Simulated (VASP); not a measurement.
Here is a VASP 6.6.1 calculation.

INCAR

```
PREC = Accurate
ENCUT = 520
EDIFF = 1E-7
ISMEAR = 0
SIGMA = 0.1
LREAL = F
LASPH = T
NELM = 100
ALGO = Normal
ISIF = 2
LWAVE = F
LCHARG = F
GGA = PE
NBANDS = 36
```

File KPOINTS:

```
Automatic mesh
0
Gamma
  4 4 2
```

The input POSCAR:

```
In2GaP3
1.0
    3.8698354000      0.0000000000      0.0000000000
    0.0000000000      3.8698354000      0.0000000000
    0.0000000000      0.0000000000      8.5413524700
In Ga P
2 1 3
Direct
    0.0000000000      0.5000000000      0.7365000200
    0.5000000000      0.0000000000      0.2634999800
    0.0000000000      0.0000000000      0.0000000000
    0.5000000000      0.5000000000      0.0000000000
    0.0000000000      0.5000000000      0.3835000100
    0.5000000000      0.0000000000      0.6164999900
```

Potentials or basis: VASP PAW PBE potentials, release 64 (In_d, Ga_d, P).

Run with:

```console
$ cat potpaw_PBE.64/In_d/POTCAR potpaw_PBE.64/Ga_d/POTCAR potpaw_PBE.64/P/POTCAR > POTCAR
$ mpirun -np 1 vasp_std > vasp.out
```

Question: Predict the band gap on the k mesh.

Answer: Zero (band 27 reaches 6.83 eV, above the bottom of band 28 at 5.13 eV).

Question: Estimate the largest force.

Answer: 0.910 eV/Å.

Question: Estimate the pressure.

Answer: -2.9 GPa.

Forces on the atoms (eV/Å):
```
In   0.000  0.000 -0.910
In   0.000  0.000  0.910
Ga   0.000  0.000  0.000
P    0.000  0.000  0.000
P    0.000  0.000  0.070
P    0.000  0.000 -0.070
```

Caveat: the k points lie up to 0.41 Å⁻¹ apart; spin-orbit coupling is left out, which moves the levels of the heavy elements.
